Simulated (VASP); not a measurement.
# WBrF4 (F-43m) in VASP: notebook

Runs on WBrF4. Level: PBE. Tasks: single point, relaxation of cell and atoms.

All numbers are computed with VASP 6.6.1; they aren't measurements. Logs are shortened: lines on timing, memory, paths and dates and some standing lists are left out, and cuts for length are marked.

## 1. The cell of the first run

Symmetry: F-43m, No. 216, cubic system. Conventional cell: a = 6.416 Å, b = 6.416 Å, c = 6.416 Å, α = 90.00°, β = 90.00°, γ = 90.00°. Within 3.5 Å of W (site symmetry -43m) lie 12 F at 2.66 Å and 4 Br at 2.78 Å. Within 3.5 Å of Br (site symmetry -43m) lie 12 F at 2.66 Å and 4 W at 2.78 Å. Within 3.0 Å of F (site symmetry 3m) lie 6 F at 2.25 to 2.29 Å and 3 W at 2.66 Å and 3 Br at 2.66 Å.

The cell was generated, and may not be a known phase.

## 2. Single point, PBE, collinear spin

Contents of INCAR:

```
SYSTEM = WBrF4
PREC = Accurate ; ENCUT = 520
EDIFF = 1E-7 ; ISMEAR = 0
SIGMA = 0.1 ; LREAL = .False.
LASPH = .True. ; NELM = 150
ALGO = Normal ; ISIF = 2
LWAVE = .False. ; LCHARG = .False.
ISPIN = 2 ; MAGMOM = 1.16 0 0 0 0 0
LORBIT = 11 ; LMAXMIX = 4
GGA = PE ; NBANDS = 38
```

Contents of KPOINTS:

```
regular mesh
0
Gamma
  6 6 6
  0 0 0
```

Contents of POSCAR:

```
WBrF4
1.0
    0.0000000000      3.2081776552      3.2081776552
    3.2081776552      0.0000000000      3.2081776552
    3.2081776552      3.2081776552      0.0000000000
W Br F
1 1 4
Direct
    0.0000000000      0.0000000000      0.0000000000
    0.7500000000      0.7500000000      0.7500000000
    0.3738293415      0.8785119756      0.3738293415
    0.8785119756      0.3738293415      0.3738293415
    0.3738293415      0.3738293415      0.8785119756
    0.3738293415      0.3738293415      0.3738293415
```

Potentials or basis: VASP PAW PBE potentials, release 64 (W_sv, Br, F).

Started as:

```console
$ cat potpaw_PBE.64/W_sv/POTCAR potpaw_PBE.64/Br/POTCAR potpaw_PBE.64/F/POTCAR > POTCAR
$ mpirun -np 1 vasp_std > vasp.out
```

OUTCAR:

```text
SYSTEM = WBrF4
   PREC = Accurate
   ENCUT = 520
   EDIFF = 1E-7
   ISMEAR = 0
   LREAL = .False.
   LASPH = .True.
   NELM = 150
   ISIF = 2
   ISPIN = 2
   LORBIT = 11
   GGA = PE

 ion  position               nearest neighbor table
   1  0.000  0.000  0.000-   4 2.66   5 2.66   3 2.66   5 2.66   3 2.66   4 2.66   6 2.66   6 2.66
                             6 2.66   5 2.66   3 2.66   4 2.66   2 2.78   2 2.78   2 2.78   2 2.78
   2  0.750  0.750  0.750-   1 2.78   1 2.78   1 2.78   1 2.78
   3  0.374  0.879  0.374-   1 2.66   1 2.66   1 2.66
   4  0.879  0.374  0.374-   1 2.66   1 2.66   1 2.66
   5  0.374  0.374  0.879-   1 2.66   1 2.66   1 2.66
   6  0.374  0.374  0.374-   1 2.66   1 2.66   1 2.66

  LATTYP: Found a face centered cubic cell.
 ALAT       =     6.4163553104

  Lattice vectors:

 A1 = (   0.0000000000,   3.2081776552,   3.2081776552)
 A2 = (   3.2081776552,   0.0000000000,   3.2081776552)
 A3 = (   3.2081776552,   3.2081776552,   0.0000000000)

Analysis of symmetry for initial positions (statically):
=====================================================================
 Subroutine PRICEL returns:
 Original cell was already a primitive cell.

 Routine SETGRP: Setting up the symmetry group for a
 face centered cubic supercell.

 Subroutine GETGRP returns: Found 24 space group operations
 (whereof 24 operations were pure point group operations)
 out of a pool of 48 trial point group operations.

The static configuration has the point symmetry T_d .

Analysis of symmetry for dynamics (positions and initial velocities):
=====================================================================
 Subroutine PRICEL returns:
 Original cell was already a primitive cell.

 Routine SETGRP: Setting up the symmetry group for a
 face centered cubic supercell.

 Subroutine GETGRP returns: Found 24 space group operations
 (whereof 24 operations were pure point group operations)
 out of a pool of 48 trial point group operations.

The dynamic configuration has the point symmetry T_d .

Analysis of structural, dynamic, and magnetic symmetry:
=====================================================================
 Subroutine PRICEL returns:
 Original cell was already a primitive cell.

 Routine SETGRP: Setting up the symmetry group for a
 face centered cubic supercell.

 Subroutine GETGRP returns: Found 24 space group operations
 (whereof 24 operations were pure point group operations)
 out of a pool of 48 trial point group operations.

The overall configuration has the point symmetry T_d .

 Subroutine INISYM returns: Found 24 space group operations
 (whereof 24 operations are pure point group operations),
 and found     1 'primitive' translations

----------------------------------------------------------------------------------------

                                     Primitive cell

  volume of cell :      66.0397

  direct lattice vectors                    reciprocal lattice vectors
     0.000000000  3.208177655  3.208177655    -0.155851718  0.155851718  0.155851718
     3.208177655  0.000000000  3.208177655     0.155851718 -0.155851718  0.155851718
     3.208177655  3.208177655  0.000000000     0.155851718  0.155851718 -0.155851718

  length of vectors
     4.537048350  4.537048350  4.537048350     0.269943094  0.269943094  0.269943094

  position of ions in fractional coordinates (direct lattice)
     0.000000000  0.000000000  0.000000000
     0.750000000  0.750000000  0.750000000
     0.373829341  0.878511976  0.373829341
     0.878511976  0.373829341  0.373829341
     0.373829341  0.373829341  0.878511976
     0.373829341  0.373829341  0.373829341

  ion indices of the primitive-cell ions
   primitive index   ion index
                 1           1
                 2           2
                 3           3
                 4           4
                 5           5
                 6           6

[... 28 lines left out ...]
  0.000000  0.000000  0.000000      1.000000
  0.166667  0.000000  0.000000      8.000000
  0.333333  0.000000  0.000000      8.000000
  0.500000  0.000000  0.000000      4.000000
  0.166667  0.166667  0.000000      6.000000
  0.333333  0.166667  0.000000     24.000000
[... 8 lines left out ...]
 -0.333333  0.333333  0.166667     24.000000
 -0.333333  0.500000  0.166667     12.000000
   k-points           NKPTS =     16   k-points in BZ     NKDIM =     16   number of bands    NBANDS=     38
   number of dos      NEDOS =    301   number of ions     NIONS =      6
   total plane-waves  NPLWV =  46656
   dimension x,y,z NGX =    36 NGY =   36 NGZ =   36
   dimension x,y,z NGXF=    72 NGYF=   72 NGZF=   72
   ions per type =               1   1   4
   NGX,Y,Z   is equivalent  to a cutoff of  13.19, 13.19, 13.19 a.u.
   NGXF,Y,Z  is equivalent  to a cutoff of  26.38, 26.38, 26.38 a.u.
 SYSTEM =  WBrF4
   PREC   = accura    normal or accurate (medium, high low for compatibility)
   ISTART =      0    job   : 0-new  1-cont  2-samecut
   ICHARG =      2    charge: 1-file 2-atom 10-const
   ISPIN  =      2    spin polarized calculation?
   LNONCOLLINEAR =      F non collinear calculations
   LSORBIT =      F    spin-orbit coupling
   LASPH  =      T    aspherical Exc in radial PAW
   ENCUT  =  520.0 eV  38.22 Ry    6.18 a.u.   8.44  8.44  8.44*2*pi/ulx,y,z
   NELM   =    150;   NELMIN=  2; NELMDL= -5     # of ELM steps
   EDIFF  = 0.1E-06   stopping-criterion for ELM
   LREAL  =      F    real-space projection
   EDIFFG = 0.1E-05   stopping-criterion for IOM
   NSW    =      0    number of steps for IOM
   IBRION =     -1    ionic relax: 0-MD 1-quasi-New 2-CG
   NFREE  =      0    steps in history (QN), initial steepest desc. (CG)
   ISIF   =      2    stress and relaxation
   ISYM   =      2    0-nonsym 1-usesym 2-fastsym
   POTIM  = 0.5000    time-step for ionic-motion
   TEBEG  =    0.0;   TEEND  =   0.0 temperature during run
   PSTRESS=    0.0 pullay stress
   NELECT =      49.0000    total number of electrons
   NUPDOWN=      -1.0000    fix difference up-down
   EMIN   =  10.00;   EMAX   =-10.00  energy-range for DOS
   EFERMI =   0.00;   METHOD = LEGACY
   ISMEAR =     0;   SIGMA  =   0.10  broadening in eV -4-tet -1-fermi 0-gaus
   EFERMI_NEDOS =   21; number of points for ismear=-14 and -15
   IALGO  =     38    algorithm
   IMIX   =      4    mixing-type and parameters
     AMIX     =   0.40;   BMIX     =  1.00
     AMIX_MAG =   1.60;   BMIX_MAG =  1.00
  volume/ion in A,a.u.               =      11.01        74.28
  Fermi-wavevector in a.u.,A,eV,Ry     =   1.482080  2.800726 29.886047  2.196563
  Thomas-Fermi vector in A             =   2.595911
   LORBIT       =     11    0 simple, 1 ext, 2 COOP (PROOUT), +10 PAW based schemes
   GGA     = PE    functional components
   LHFCALC =     F    Hartree Fock is set to
   AEXX    =    0.0000 exact exchange contribution
   IVDW    =     0    specifies the selected vdW correction
   LEPSILON=     F    determine dielectric tensor
   LRPA    =     F    only Hartree local field effects (RPA)
 spin polarized calculation
 Gauss-broadening in eV      SIGMA  =   0.10
  energy-cutoff  :      520.00
  volume of cell :       66.04
 maximum number of plane-waves:      1807
 NGX is ok and might be reduce to    36
   NGX = 17   NGY = 17   NGZ = 17

 number of electron      48.9999996 magnetization       0.9923382

 Free energy of the ion-electron system (eV)
  ---------------------------------------------------
  ext. energy  EPLUGINS =         0.00000000
  ---------------------------------------------------
  free energy    TOTEN  =       -22.72865162 eV

  energy without entropy =      -22.71887935  energy(sigma->0) =      -22.72376548

 E-fermi :   5.2501     XC(G=0): -11.9492

 val. band max:        5.1367206417   @ k =   0.0000   0.0000   0.0000
 cond. band min:       5.2526399602   @ k =  -0.3333   0.3333   0.1667
 fundamental gap:      0.1159193185
 Fermi energy:         5.2500626538

 spin component 1

 k-point     1 :       0.0000    0.0000    0.0000
  band No.  band energies     occupation
      1     -71.5124      1.00000
      2     -35.5521      1.00000
      3     -35.5521      1.00000
      4     -35.5521      1.00000
      5     -17.8856      1.00000
      6     -15.7324      1.00000
[... 613 lines left out ...]
     35      19.3033      0.00000
     36      19.6828      0.00000
 Fermi energy:         5.2500626538

 spin component 2

 k-point     1 :       0.0000    0.0000    0.0000
  band No.  band energies     occupation
      1     -70.9161      1.00000
      2     -34.7547      1.00000
      3     -34.7547      1.00000
      4     -34.7547      1.00000
      5     -17.9735      1.00000
      6     -15.8383      1.00000
[... 613 lines left out ...]
     35      19.4197      0.00000
     36      19.8198      0.00000
 [bands above 36 left out]

------------------------ aborting loop because EDIFF is reached ----------------------------------------

  FORCE on cell =-STRESS in cart. coord.  units (eV):
  Direction    XX          YY          ZZ          XY          YZ          ZX
  --------------------------------------------------------------------------------------
  -------------------------------------------------------------------------------------
  Total       -0.1015533     -0.1015533     -0.1015533     -0.0000000      0.0000000      0.0000000
  in kB       -2.4637666     -2.4637666     -2.4637666     -0.0000000      0.0000000      0.0000000
  external PRESSURE =      -2.4637666 kB  Pullay stress =       0.0000000 kB

 VOLUME and BASIS-vectors are now :
 -----------------------------------------------------------------------------
  energy-cutoff  :      520.00
  volume of cell :       66.04
      direct lattice vectors                 reciprocal lattice vectors
     0.000000000  3.208177655  3.208177655    -0.155851718  0.155851718  0.155851718
     3.208177655  0.000000000  3.208177655     0.155851718 -0.155851718  0.155851718
     3.208177655  3.208177655  0.000000000     0.155851718  0.155851718 -0.155851718

 POSITION                                       TOTAL-FORCE (eV/Angst)
 -----------------------------------------------------------------------------------
      0.00000      0.00000      0.00000         0.000000      0.000000      0.000000
      4.81227      4.81227      4.81227         0.000000      0.000000      0.000000
      4.01773      2.39862      4.01773         0.001693     -0.001693      0.001693
      2.39862      4.01773      4.01773        -0.001693      0.001693      0.001693
      4.01773      4.01773      2.39862         0.001693      0.001693     -0.001693
      2.39862      2.39862      2.39862        -0.001693     -0.001693     -0.001693
 -----------------------------------------------------------------------------------
    total drift:                               -0.000001     -0.000001     -0.000001

  FREE ENERGIE OF THE ION-ELECTRON SYSTEM (eV)
  ---------------------------------------------------
  free  energy   TOTEN  =       -22.7286516241 eV

  energy  without entropy=      -22.7188793457  energy(sigma->0) =      -22.72376548

 total charge

# of ion       s       p       d       tot
------------------------------------------
    1        2.206   6.094   2.834  11.133
    2        1.651   2.992   0.078   4.721
    3        1.761   4.255   0.000   6.016
    4        1.761   4.255   0.000   6.016
    5        1.761   4.255   0.000   6.016
    6        1.761   4.255   0.000   6.016
--------------------------------------------------
tot         10.899  26.108   2.911  39.919

 magnetization (x)

# of ion       s       p       d       tot
------------------------------------------
    1        0.020   0.010   1.137   1.166
    2        0.003  -0.116   0.007  -0.106
    3        0.002  -0.058   0.000  -0.056
    4        0.002  -0.058   0.000  -0.056
    5        0.002  -0.058   0.000  -0.056
    6        0.002  -0.058   0.000  -0.056
--------------------------------------------------
tot          0.030  -0.338   1.144   0.836
```

Run time: 1.9 min. Hardware: 1 thread of Intel Xeon Platinum 8259CL at 2.50GHz (Skylake/Cascade Lake), shared host; peak memory 0.27 GiB.

Results:

* Free energy: -22.7287 eV
* Pressure: -0.2 GPa
* Band gap on the k mesh: zero (filled and empty bands overlap)
* Net moment: 0.99 μB per cell
* Site moments: W +1.17; Br -0.11; F -0.06 μB
* Valence electrons inside the program's atomic spheres: W 11.13; Br 4.72; F 6.02

Forces in eV/Å, atoms in the order of the input:
```
W    0.000  0.000  0.000
Br   0.000  0.000  0.000
F    0.002 -0.002  0.002
F   -0.002  0.002  0.002
F    0.002  0.002 -0.002
F   -0.002 -0.002 -0.002
```

Caveat: spin-orbit coupling is left out, which moves the levels of the heavy elements.

[end of part 1 of 2]

The gap in the log of VASP goes by the Fermi energy; the results here count the filled bands.